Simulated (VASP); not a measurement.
SnSe: single point with b88 exchange, pbe correlation

Crystal: SnSe.

```
Sn Se
1.0
     0.00000    2.79424    2.79424
     2.79424    0.00000    2.79424
     2.79424    2.79424    0.00000
Sn Se
1 1
Direct
  0.00000 0.00000 0.00000
  0.50000 0.50000 0.50000
```

```yaml
Program: VASP 6.6.1
Task: single point
Functional: b88 exchange, pbe correlation
Potentials_or_basis: VASP PAW PBE potentials, release 64 (Sn_d, Se)
Cutoff: 500 eV
k_mesh: 8 × 8 × 8
Occupations: fermi-dirac, width 0.1 eV
Spin: collinear spin
Starting_moments: "[0.5, 0.0] μB"
Dipole_correction: no
Further_INCAR_settings: ALGO = Normal; EDIFF = 1e-06; NBANDS = 21
```

The pressure is 19.7 GPa and the band gap on the k mesh is 0.53 eV (least direct gap 0.59 eV). The net moment is 0.00 μB per cell. The valence electrons inside the program's atomic spheres are Sn 12.27; Se 3.91.

Levels at points of the mesh, in eV from the valence-band top:
Spin up:
```
           k point  band 7  band 8  band 9  band 10  band 11  band 12  band 13  band 14
(0.00, 0.00, 0.00)   -4.55   -3.23   -3.23    -3.23     4.83     4.83     4.83     5.23
(0.50, 0.00, 0.00)   -9.77   -2.90   -2.90    -0.54     0.69     0.69     1.21     8.57
(0.50, 0.50, 0.00)   -7.52   -6.46   -5.14    -5.14     1.86     6.35     6.35     7.16
```
Spin down:
| k point | band 6 | band 7 | band 8 | band 9 | band 10 | band 11 | band 12 | band 13 | band 14 | band 15 |
| --- | --- | --- | --- | --- | --- | --- | --- | --- | --- | --- |
| (0.00, 0.00, 0.00) | -15.97 | -4.55 | -3.23 | -3.23 | -3.23 | 4.83 | 4.83 | 4.83 | 5.23 | 5.23 |
| (0.50, 0.00, 0.00) | -14.48 | -9.77 | -2.90 | -2.90 | -0.54 | 0.69 | 0.69 | 1.21 | 8.57 | 10.13 |
| (0.50, 0.50, 0.00) | -13.90 | -7.52 | -6.46 | -5.14 | -5.14 | 1.86 | 6.35 | 6.35 | 7.16 | 10.89 |

It took 45 s on 1 thread of AMD EPYC 9R45 96-Core Processor (Zen 5), on a shared host, peak memory 0.18 GiB.

Caveat: the cell stands under pressure; the PAW data sets were made with another functional, which shifts forces and pressure a little; spin-orbit coupling is left out, which moves the levels of the heavy elements. A k mesh can miss the band edges.
